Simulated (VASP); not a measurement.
# Ba4Ti4AsO11 (a cell with a defect) in VASP: electric field gradients with PBE

Aim: the electric field gradients of Ba4Ti4AsO11 (a cell with a defect) with PBE.

Program: VASP 6.6.1. These are calculated values, not measurements. Logs are shortened: lines on timing, memory, paths and dates and some standing lists are left out, and cuts for length are marked.

### 1 The cell of the first run

The cell holds a defect, 20 atoms: a = 6.939 Å, b = 6.939 Å, c = 6.939 Å, α = 109.47°, β = 109.47°, γ = 109.47°.

### 2 Electric field gradients, PBE

INCAR

```
ALGO = Normal
EDIFF = 1E-8
ENCUT = 520
GGA = PE
ISIF = 2
ISMEAR = -1
LASPH = T
LCHARG = F
LEFG = T
LREAL = Auto
LWAVE = F
NBANDS = 96
NELECT = 160.0
NELM = 100
PREC = Accurate
SIGMA = 0.01
```

KPOINTS

```
k-points
0
Gamma
  3 3 3
```

POSCAR

```
Ba4Ti4AsO11
1.0
   -4.0060000000      4.0060000000      4.0060000000
    4.0060000000     -4.0060000000      4.0060000000
    4.0060000000      4.0060000000     -4.0060000000
Ba Ti As O
4 4 1 11
Direct
    0.5000000000      0.5000000000      0.5000000000
    0.0000000000      0.0000000000      0.5000000000
    0.0000000000      0.5000000000      0.0000000000
    0.5000000000      0.0000000000      0.0000000000
    0.0000000000      0.0000000000      0.0000000000
    0.5000000000      0.5000000000      0.0000000000
    0.5000000000      0.0000000000      0.5000000000
    0.0000000000      0.5000000000      0.5000000000
    0.0000000000      0.2500000000      0.2500000000
    0.5000000000      0.7500000000      0.2500000000
    0.5000000000      0.2500000000      0.7500000000
    0.0000000000      0.7500000000      0.7500000000
    0.2500000000      0.0000000000      0.2500000000
    0.7500000000      0.5000000000      0.2500000000
    0.7500000000      0.0000000000      0.7500000000
    0.2500000000      0.5000000000      0.7500000000
    0.2500000000      0.2500000000      0.0000000000
    0.7500000000      0.7500000000      0.0000000000
    0.7500000000      0.2500000000      0.5000000000
    0.2500000000      0.7500000000      0.5000000000
```

Potentials or basis: VASP PAW PBE potentials, release 64 (Ba_sv, Ti_sv, As, O).

Started as:

```bash
$ cat potpaw_PBE.64/Ba_sv/POTCAR potpaw_PBE.64/Ti_sv/POTCAR potpaw_PBE.64/As/POTCAR potpaw_PBE.64/O/POTCAR > POTCAR
$ mpirun -np 1 vasp_std > vasp.out
```

OUTCAR:

```text
EDIFF = 1E-8
   ENCUT = 520
   GGA = PE
   ISIF = 2
   ISMEAR = -1
   LASPH = T
   LREAL = Auto
   NELECT = 160.0
   NELM = 100
   PREC = Accurate

 ion  position               nearest neighbor table
   1  0.500  0.500  0.500-  10 2.83  11 2.83  12 2.83  14 2.83  15 2.83  16 2.83  18 2.83  19 2.83
                            20 2.83  17 2.83  13 2.83   9 2.83   5 3.47   6 3.47   6 3.47   7 3.47
   2  0.000  0.000  0.500-   9 2.83  11 2.83  12 2.83  13 2.83  15 2.83  16 2.83  17 2.83  19 2.83
                            20 2.83  18 2.83  14 2.83  10 2.83   5 3.47   5 3.47   6 3.47   8 3.47
   3  0.000  0.500  0.000-   9 2.83  10 2.83  12 2.83  13 2.83  14 2.83  16 2.83  17 2.83  18 2.83
                            20 2.83  19 2.83  15 2.83  11 2.83   5 3.47   8 3.47   6 3.47   5 3.47
   4  0.500  0.000  0.000-   9 2.83  10 2.83  11 2.83  13 2.83  14 2.83  15 2.83  17 2.83  18 2.83
                            19 2.83  20 2.83  16 2.83  12 2.83   5 3.47   7 3.47   6 3.47   6 3.47
   5  0.000  0.000  0.000-   9 2.00  12 2.00  13 2.00  15 2.00  17 2.00  18 2.00   3 3.47   4 3.47
                             1 3.47   2 3.47   2 3.47   3 3.47   4 3.47   1 3.47
   6  0.500  0.500  0.000-  10 2.00  11 2.00  14 2.00  16 2.00  17 2.00  18 2.00   3 3.47   4 3.47
                             1 3.47   2 3.47   1 3.47   4 3.47   3 3.47   2 3.47
   7  0.500  0.000  0.500-  10 2.00  11 2.00  13 2.00  15 2.00  19 2.00  20 2.00   3 3.47   4 3.47
                             1 3.47   2 3.47   4 3.47   1 3.47   2 3.47   3 3.47
   8  0.000  0.500  0.500-   9 2.00  12 2.00  14 2.00  16 2.00  19 2.00  20 2.00   3 3.47   4 3.47
                             1 3.47   2 3.47   3 3.47   2 3.47   1 3.47   4 3.47
   9  0.000  0.250  0.250-   5 2.00   8 2.00   3 2.83   1 2.83   2 2.83   4 2.83
  10  0.500  0.750  0.250-   6 2.00   7 2.00   4 2.83   1 2.83   2 2.83   3 2.83
  11  0.500  0.250  0.750-   6 2.00   7 2.00   4 2.83   1 2.83   3 2.83   2 2.83
  12  0.000  0.750  0.750-   5 2.00   8 2.00   4 2.83   2 2.83   3 2.83   1 2.83
  13  0.250  0.000  0.250-   5 2.00   7 2.00   4 2.83   1 2.83   2 2.83   3 2.83
  14  0.750  0.500  0.250-   6 2.00   8 2.00   3 2.83   1 2.83   2 2.83   4 2.83
  15  0.750  0.000  0.750-   5 2.00   7 2.00   4 2.83   2 2.83   3 2.83   1 2.83
  16  0.250  0.500  0.750-   6 2.00   8 2.00   4 2.83   1 2.83   3 2.83   2 2.83
  17  0.250  0.250  0.000-   5 2.00   6 2.00   4 2.83   1 2.83   3 2.83   2 2.83
  18  0.750  0.750  0.000-   5 2.00   6 2.00   4 2.83   2 2.83   3 2.83   1 2.83
  19  0.750  0.250  0.500-   7 2.00   8 2.00   3 2.83   1 2.83   2 2.83   4 2.83
  20  0.250  0.750  0.500-   7 2.00   8 2.00   4 2.83   1 2.83   2 2.83   3 2.83

  LATTYP: Found a body centered cubic cell.
 ALAT       =     8.0120000000

  Lattice vectors:

 A1 = (  -4.0060000000,   4.0060000000,   4.0060000000)
 A2 = (   4.0060000000,  -4.0060000000,   4.0060000000)
 A3 = (   4.0060000000,   4.0060000000,  -4.0060000000)

Analysis of symmetry for initial positions (statically):
=====================================================================
 Subroutine PRICEL returns:
 Original cell was already a primitive cell.

 Routine SETGRP: Setting up the symmetry group for a
 body centered cubic supercell.

 Subroutine GETGRP returns: Found 16 space group operations
 (whereof  8 operations were pure point group operations)
 out of a pool of 48 trial point group operations.

The static configuration has the point symmetry C_4v.
 The point group associated with its full space group is D_4h.

Analysis of symmetry for dynamics (positions and initial velocities):
=====================================================================
 Subroutine PRICEL returns:
 Original cell was already a primitive cell.

 Routine SETGRP: Setting up the symmetry group for a
 body centered cubic supercell.

 Subroutine GETGRP returns: Found 16 space group operations
 (whereof  8 operations were pure point group operations)
 out of a pool of 48 trial point group operations.

The dynamic configuration has the point symmetry C_4v.
 The point group associated with its full space group is D_4h.

 Subroutine INISYM returns: Found 16 space group operations
 (whereof  8 operations are pure point group operations),
 and found     1 'primitive' translations

----------------------------------------------------------------------------------------

                                     Primitive cell

  volume of cell :     257.1537

[... 121 lines left out ...]
   EFERMI_NEDOS =   21; number of points for ismear=-14 and -15
   IALGO  =     38    algorithm
   IMIX   =      4    mixing-type and parameters
     AMIX     =   0.40;   BMIX     =  1.00
     AMIX_MAG =   1.60;   BMIX_MAG =  1.00
  volume/ion in A,a.u.               =      12.86        86.77
  Fermi-wavevector in a.u.,A,eV,Ry     =   1.397603  2.641087 26.576187  1.953295
  Thomas-Fermi vector in A             =   2.520843
   LORBIT       =      0    0 simple, 1 ext, 2 COOP (PROOUT), +10 PAW based schemes
   GGA     = PE    functional components
   LHFCALC =     F    Hartree Fock is set to
   AEXX    =    0.0000 exact exchange contribution
   IVDW    =     0    specifies the selected vdW correction
   LEPSILON=     F    determine dielectric tensor
   LRPA    =     F    only Hartree local field effects (RPA)
 non-spin polarized calculation
  energy-cutoff  :      520.00
  volume of cell :      257.15
 maximum number of plane-waves:      6939
 NGX is ok and might be reduce to    54
   NGX = 25   NGY = 25   NGZ = 25

 number of electron     159.9999902 magnetization

 Free energy of the ion-electron system (eV)
  ---------------------------------------------------
  ext. energy  EPLUGINS =         0.00000000
  ---------------------------------------------------
  free energy    TOTEN  =      -141.81304714 eV

  energy without entropy =     -141.81304714  energy(sigma->0) =     -141.81304714

 E-fermi :   5.9178     XC(G=0): -11.4427

 val. band max:        5.7029742736   @ k =   0.0000   0.0000   0.0000
 cond. band min:       6.1270593569   @ k =   0.0000   0.0000   0.0000
 fundamental gap:      0.4240850833
 Fermi energy:         5.9177716326

 k-point     1 :       0.0000    0.0000    0.0000
  band No.  band energies     occupation
      1     -52.2222      2.00000
      2     -52.2212      2.00000
      3     -51.2551      2.00000
      4     -51.2489      2.00000
      5     -28.4786      2.00000
      6     -28.4767      2.00000
[... 559 lines left out ...]
     91       8.6601      0.00000
     92       9.0246      0.00000
 [bands above 92 left out]

------------------------ aborting loop because EDIFF is reached ----------------------------------------

  FORCE on cell =-STRESS in cart. coord.  units (eV):
  Direction    XX          YY          ZZ          XY          YZ          ZX
  --------------------------------------------------------------------------------------
  -------------------------------------------------------------------------------------
  Total       66.7843619     30.6843286     30.6843286      0.0000000     -0.0000000      0.0000000
  in kB      416.0950380    191.1764446    191.1764446      0.0000000     -0.0000000      0.0000000
  external PRESSURE =     266.1493091 kB  Pullay stress =       0.0000000 kB

 VOLUME and BASIS-vectors are now :
 -----------------------------------------------------------------------------
  energy-cutoff  :      520.00
  volume of cell :      257.15
      direct lattice vectors                 reciprocal lattice vectors
    -4.006000000  4.006000000  4.006000000     0.000000000  0.124812781  0.124812781
     4.006000000 -4.006000000  4.006000000     0.124812781  0.000000000  0.124812781
     4.006000000  4.006000000 -4.006000000     0.124812781  0.124812781  0.000000000

 POSITION                                       TOTAL-FORCE (eV/Angst)
 -----------------------------------------------------------------------------------
      2.00300      2.00300      2.00300         0.000000      1.407225      1.407225
      2.00300      2.00300     -2.00300         0.000000      1.407225     -1.407225
      2.00300     -2.00300      2.00300         0.000000     -1.407225      1.407225
     -2.00300      2.00300      2.00300         0.000000     -1.407225     -1.407225
      0.00000      0.00000      0.00000        -9.332240      0.000000      0.000000
      0.00000      0.00000      4.00600         0.000000      0.000000      0.000000
[... 12 lines left out ...]
      0.00000      4.00600      2.00300         0.270837      0.000000     -0.897303
      4.00600      0.00000      2.00300         0.270837      0.000000      0.897303
 -----------------------------------------------------------------------------------
    total drift:                                0.000000      0.000000     -0.000000

  FREE ENERGIE OF THE ION-ELECTRON SYSTEM (eV)
  ---------------------------------------------------
  free  energy   TOTEN  =      -141.8130471365 eV

  energy  without entropy=     -141.8130471364  energy(sigma->0) =     -141.81304714

 Electric field gradients (V/A^2)
---------------------------------------------------------------------
 ion       V_xx      V_yy      V_zz      V_xy      V_xz      V_yz
---------------------------------------------------------------------
   1      12.698    -6.349    -6.349    -0.000    -0.000   -27.789
   2      12.698    -6.349    -6.349    -0.000    -0.000    27.789
   3      12.698    -6.349    -6.349    -0.000    -0.000    27.789
   4      12.698    -6.349    -6.349    -0.000    -0.000   -27.789
   5     -76.639    38.319    38.319    -0.001    -0.001    -0.001
   6      -1.839     0.919     0.919    -0.001    -0.001    -0.001
[... 12 lines left out ...]
  19     -11.950    -9.360    21.311     0.002    -4.979     0.002
  20     -11.950    -9.360    21.311     0.002     4.984     0.002
---------------------------------------------------------------------

 Electric field gradients after diagonalization (V/A^2)
 (convention: |V_zz| > |V_xx| > |V_yy|)
----------------------------------------------------------------------
 ion       V_xx      V_yy      V_zz     asymmetry (V_yy - V_xx)/ V_zz
----------------------------------------------------------------------
   1      21.440    12.698   -34.138       0.256
   2      21.440    12.698   -34.138       0.256
   3      21.440    12.698   -34.138       0.256
   4      21.440    12.698   -34.138       0.256
   5      38.320    38.318   -76.639       0.000
   6       0.920     0.918    -1.839       0.001
[... 12 lines left out ...]
  19     -12.680    -9.360    22.040       0.151
  20     -12.681    -9.360    22.042       0.151
----------------------------------------------------------------------

           NMR quadrupolar parameters

 Cq : quadrupolar parameter    Cq=e*Q*V_zz/h
 eta: asymmetry parameters     (V_yy - V_xx)/ V_zz
 Q  : nuclear electric quadrupole moment in mb (millibarn)
----------------------------------------------------------------------
 ion       Cq(MHz)       eta       Q (mb)
----------------------------------------------------------------------
   1      -0.083       0.256       1.000
   2      -0.083       0.256       1.000
   3      -0.083       0.256       1.000
   4      -0.083       0.256       1.000
   5      -0.185       0.000       1.000
   6      -0.004       0.001       1.000
[... 12 lines left out ...]
  19       0.053       0.151       1.000
  20       0.053       0.151       1.000
----------------------------------------------------------------------
```

It took 6.9 min on 1 thread of Intel Xeon 8259CL, shared host; peak memory 0.42 GiB.

Results:

```
Free energy                             : -141.8130 eV
Largest force                           : 9.332 eV/Å
Largest electric field gradient by atom : Ba -34.1; Ti -76.6, -1.8 (each value once); As -240.6; O +26.6, +4.5, +22.0 (each value once) V/Å²
```

Forces on the atoms (eV/Å):
```
Ba   0.000  1.407  1.407
Ba   0.000  1.407 -1.407
Ba   0.000 -1.407  1.407
Ba   0.000 -1.407 -1.407
Ti  -9.332  0.000  0.000
Ti   0.000  0.000  0.000
Ti   0.000  0.000  0.000
Ti   9.332  0.000  0.000
As   0.000  0.000  0.000
O    0.000  0.000  0.000
O    0.000  0.000  0.000
O    0.000  0.000  0.000
O   -0.271  0.897  0.000
O    0.271 -0.897  0.000
O   -0.271 -0.897  0.000
O    0.271  0.897  0.000
O   -0.271  0.000  0.897
O   -0.271  0.000 -0.897
O    0.271  0.000 -0.897
O    0.271  0.000  0.897
```

Levels at points of the mesh, in eV from the Fermi level:
| k point | band 76 | band 77 | band 78 | band 79 | band 80 | band 81 | band 82 | band 83 | band 84 | band 85 |
| --- | --- | --- | --- | --- | --- | --- | --- | --- | --- | --- |
| (0.00, 0.00, 0.00) | -1.68 | -1.68 | -0.29 | -0.29 | -0.21 | 0.21 | 0.21 | 0.36 | 1.91 | 2.11 |

Electric field gradients, principal values (V/Å²):
```csv
atom,least,middle,greatest (by size)
1 Ba,12.698,21.440,-34.138
2 Ba,12.698,21.440,-34.138
3 Ba,12.698,21.440,-34.138
4 Ba,12.698,21.440,-34.138
5 Ti,38.318,38.320,-76.639
6 Ti,0.918,0.920,-1.839
7 Ti,0.918,0.920,-1.839
8 Ti,38.318,38.320,-76.639
9 As,120.289,120.289,-240.578
10 O,-9.268,-17.309,26.577
11 O,-9.268,-17.309,26.577
12 O,-2.273,-2.277,4.550
13 O,-9.360,-12.680,22.040
14 O,-9.360,-12.680,22.040
15 O,-9.360,-12.681,22.042
16 O,-9.360,-12.681,22.042
17 O,-9.360,-12.680,22.040
18 O,-9.360,-12.681,22.042
19 O,-9.360,-12.680,22.040
20 O,-9.360,-12.681,22.042
```

Caveat: the cell carries a net charge on a neutralising background, which shifts energy and pressure; the cell is charged against a uniform background, so pressure and absolute levels hang on convention; without QUAD_EFG the Cq values of the log hold for a quadrupole moment of 1 mb, not for the nuclei; spin-orbit coupling is left out, which moves the levels of the heavy elements.
